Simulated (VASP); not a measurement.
**SiO2: relaxation of cell and atoms with PBE**

SiO2:

```
CELL_PARAMETERS angstrom
-2.37405 2.37405 3.74400
2.37405 -2.37405 3.74400
2.37405 2.37405 -3.74400
ATOMIC_POSITIONS crystal
Si 0.00000 0.00000 0.00000
Si 0.75000 0.25000 0.50000
O 0.99838 0.62500 0.87338
O 0.37500 0.24838 0.37338
O 0.75162 0.12500 0.12662
O 0.87500 0.00162 0.62662
```

```
Program                : VASP 6.6.1
Task                   : relaxation of cell and atoms
Functional             : PBE
Potentials or basis    : VASP PAW PBE potentials, release 64 (Si, O)
Cutoff                 : 600 eV
k mesh                 : 8 × 8 × 8
Occupations            : gaussian, width 0.02 eV
Spin                   : no spin polarisation
Dipole correction      : no
Further INCAR settings : ALGO = Normal; EDIFF = 1e-06; IBRION = 2; EDIFFG = -0.005; NSW = 100; ISIF = 3
```

```
Relaxed volume                        : 15.58 Å³/atom
Relaxed cell                          : a = 5.126 Å, b = 5.126 Å, c = 5.126 Å, α = 121.18°, β = 121.18°, γ = 87.97°
Space group after relaxing (to 0.1 Å) : I-42d (No. 122)
Energy gained by relaxing             : 14.1 meV/atom
Ionic steps                           : 16
Pressure after relaxing               : 0.0 GPa
Band gap on the k mesh                : 5.73 eV
```

Step by step:
```csv
step,energy change (eV),largest force (eV/Å),pressure (GPa),volume (Å³)
1,0.0000,0.1282,3.44,84.41
2,0.0092,0.4607,-3.99,88.15
3,-0.0193,0.1464,-0.08,86.07
4,-0.0267,0.1446,-0.06,86.35
5,-0.0439,0.1423,0.03,87.17
6,-0.0559,0.1346,0.08,88.73
7,-0.0665,0.0466,0.79,89.46
8,-0.0734,0.0646,1.76,90.55
9,-0.0775,0.0380,1.25,91.13
10,-0.0831,0.0431,-0.25,92.87
11,-0.0831,0.0472,-0.39,93.00
12,-0.0831,0.0460,-0.36,92.95
13,-0.0835,0.0391,-0.32,93.09
14,-0.0842,0.0226,-0.27,93.48
15,-0.0843,0.0161,-0.24,93.67
16,-0.0844,0.0003,0.03,93.46
```

Final structure:
```xyz
6
Lattice="-2.5171 2.5171 3.6879 2.5171 -2.5171 3.6879 2.5171 2.5171 -3.6879" Properties=species:S:1:pos:R:3 pbc="T T T"
Si    0.0000    0.0000    0.0000
Si    0.0000    2.5171    1.8440
O     1.2585    2.9738    2.7659
O     0.4567    1.2585    0.9220
O    -1.2585    2.0603    2.7659
O    -0.4567    3.7756    0.9220
```

Levels at points of the mesh, in eV from the valence-band top:
```tsv
k point	band 14	band 15	band 16	band 17	band 18	band 19
(0.00, 0.00, 0.00)	-0.63	0.00	0.00	5.73	8.72	10.18
(0.50, 0.00, 0.00)	-0.80	-0.52	-0.13	7.92	8.81	9.56
(0.50, 0.50, 0.00)	-0.99	-0.36	-0.36	8.89	8.89	10.02
(0.50, 0.50, 0.50)	-1.43	-0.35	-0.35	8.72	8.72	10.21
```

Wall time 9.7 min on 1 thread of AMD EPYC 9R45 (Zen 5), with other jobs on the host, peak memory 0.26 GiB.

A k mesh can miss the band edges. Zero-point motion and thermal expansion aren't in these numbers.
